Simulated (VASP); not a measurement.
Input of a VASP 6.6.1 run:

INCAR

```
  PREC = Accurate
  ENCUT = 500
  EDIFF = 1E-6
  ISMEAR = -1
  SIGMA = 0.15
  LREAL = F
  LASPH = T
  NELM = 120
  ALGO = Normal
  ISIF = 2
  LWAVE = F
  LCHARG = F
  GGA = PS
  NBANDS = 14
  GGA_COMPAT = F
```

Contents of KPOINTS:

```
regular mesh
0
Gamma
  7 7 7
```

The input POSCAR:

```
TiAl
1.0
    3.2195089891      0.0000000000      0.0000000000
    0.0000000000      3.2195089891      0.0000000000
    0.0000000000      0.0000000000      3.2195089891
Ti Al
1 1
Direct
    0.5000000000      0.5000000000      0.5000000000
    0.0000000000      0.0000000000      0.0000000000
```

Potentials or basis: VASP PAW PBE potentials, release 64 (Ti_sv, Al).

Launch:

```sh
$ cat potpaw_PBE.64/Ti_sv/POTCAR potpaw_PBE.64/Al/POTCAR > POTCAR
$ mpirun -np 1 vasp_std > vasp.out
```

(1) Estimate the pressure.

## Answers

(1) -5.8 GPa.

Caveat: the PAW data sets were made with another functional, which shifts forces and pressure a little.
